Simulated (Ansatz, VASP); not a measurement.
**MnS in VASP and in Ansatz**

Contents of POSCAR:

```
MnS
1.0
    3.9535769233      0.0000000000      0.0000000000
   -1.9767884617      3.4238980514      0.0000000000
    0.0000000000      0.0000000000      6.3425288600
Mn S
2 2
Direct
    0.6666666667      0.3333333333      0.4988446700
    0.3333333333      0.6666666667      0.9988446700
    0.3333333333      0.6666666667      0.6261543000
    0.6666666667      0.3333333333      0.1261543000
```

INCAR.step1

```
PREC = Accurate
ENCUT = 520
EDIFF = 1E-5
ISMEAR = -1
SIGMA = 0.05
LREAL = False
LASPH = True
NELM = 150
ALGO = Normal
ISIF = 2
LWAVE = True
ISPIN = 2
MAGMOM = 4 4 0 0
LORBIT = 11
LMAXMIX = 4
NBANDS = 31
GGA = PE
LUSENCCL = False
```

File INCAR.step2:

```
PREC = Accurate
ENCUT = 520
EDIFF = 1E-6
ISMEAR = -1
SIGMA = 0.05
LREAL = False
LASPH = True
NELM = 150
ALGO = Normal
ISIF = 2
LWAVE = False
LCHARG = True
ISPIN = 2
MAGMOM = 4 4 0 0
LORBIT = 11
LMAXMIX = 4
GGA = PE
LHFCALC = True
AEXX = 0.25
HFSCREEN = 0.2
PRECFOCK = Normal
LELF = True
LVHAR = True
NBANDS = 31
ISTART = 1
LUSENCCL = False
```

KPOINTS

```
regular mesh
0
Gamma
  4 4 2
```

The input input.yaml:

```yaml
crystal:
  lattice:
    - [3.9535769233, 0.0, 0.0]
    - [-1.9767884617, 3.4238980514, 0.0]
    - [0.0, 0.0, 6.34252886]
  atoms:
    - { symbol: Mn, position: [0.6666666667, 0.3333333333, 0.49884467], spin: 4.0 }
    - { symbol: Mn, position: [0.3333333333, 0.6666666667, 0.99884467], spin: 4.0 }
    - { symbol: S, position: [0.3333333333, 0.6666666667, 0.6261543] }
    - { symbol: S, position: [0.6666666667, 0.3333333333, 0.1261543] }
hamiltonian:
  xc: { exchange: pbe, correlation: pbe, exx: { coeff: 0.25, omega: 0.2 } }
  pseudopotentials: { kind: paw }
magnetization:
  spin_polarized: true
kpoints:
  mp_grid: { grid: [4, 4, 2] }
scf:
  occupations: { method: fermi_dirac, width: 0.05 }
output:
  forces: true
  stress: true
  eigenvalues: true
```

Alike in both runs: task single point; functional PBE-based screened hybrid; k mesh 4 × 4 × 2; occupations fermi-dirac, width 0.05 eV; collinear spin.

```csv
,VASP,Ansatz
version,VASP 6.6.1,Ansatz 0.2.0
potentials or method,"VASP PAW PBE potentials, release 64 (Mn_pv, S)",Ansatz PAW
plane-wave cutoff (eV),520,420
valence electrons in the cell,38,42
```

```csv
,VASP,Ansatz,Ansatz less VASP
gap on the k mesh at the Fermi level (eV),2.04,2.03,-0.008
least direct gap on the mesh (eV),2.31,2.29,-0.020
pressure (GPa),4.9,4.9,-0.05
"traceless stress, the component that is largest in VASP (GPa)",1.79,1.81,+0.011
rms of the force components (eV/Å),0.194,0.194,-0.0006
net moment per atom (μB),2.50,2.50,+0.001
size of the moment on the site where the two differ most (μB),4.52,4.31,-0.206
```

VASP's potentials were made for PBE, not for PBE-based screened hybrid. Site moments also hang on the region over which each program counts them. Atom by atom the forces differ by 0.001 eV/Å (rms over components). With one functional, cell and mesh, what is left measures potentials, basis and numerics. VASP's potentials hold 38 valence electrons a cell and Ansatz's 42, so a difference there can come from the potentials and not from the codes.

The k mesh is coarse, so the values compare programs but aren't converged. Noted on Ansatz's run: the magnetic or orbital state may not be the lowest.
